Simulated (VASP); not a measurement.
Input of a VASP 6.6.1 run:

INCAR

```
SYSTEM = LaP2Ru2
PREC = Accurate
ENCUT = 520
EDIFF = 1E-7
ISMEAR = 0
SIGMA = 0.1
LREAL = .FALSE.
LASPH = .TRUE.
NELM = 80
ALGO = Normal
ISIF = 2
LWAVE = .FALSE.
LCHARG = .TRUE.
GGA = PS
LELF = .TRUE.
LVHAR = .TRUE.
NBANDS = 32
```

The input KPOINTS:

```
Automatic mesh
0
G
  9 9 9
  0 0 0
```

File POSCAR:

```
LaP2Ru2
1.0
   -2.0586232615      2.0586232615      5.6005181746
    2.0586232615     -2.0586232615      5.6005181746
    2.0586232615      2.0586232615     -5.6005181746
La P Ru
1 2 2
Direct
    0.0000000000      0.0000000000      0.0000000000
    0.6450900000      0.6450900000      0.0000000000
    0.3549100000      0.3549100000      0.0000000000
    0.7500000000      0.2500000000      0.5000000000
    0.2500000000      0.7500000000      0.5000000000
```

Potentials or basis: VASP PAW PBE potentials, release 64 (La, P, Ru_pv).

Run with:

```console
$ cat potpaw_PBE.64/La/POTCAR potpaw_PBE.64/P/POTCAR potpaw_PBE.64/Ru_pv/POTCAR > POTCAR
$ mpirun -np 1 vasp_std > vasp.out
```

Question: Estimate the pressure.

Answer: -12.7 GPa.

Question: What does it give for the largest force?

Answer: 0.619 eV/Å.

Forces on the atoms (eV/Å):
```
La   0.000  0.000  0.000
P    0.000  0.000  0.619
P    0.000  0.000 -0.619
Ru   0.000  0.000  0.000
Ru   0.000  0.000  0.000
```

Caveat: the cell stands under tension; the PAW data sets were made with another functional, which shifts forces and pressure a little.
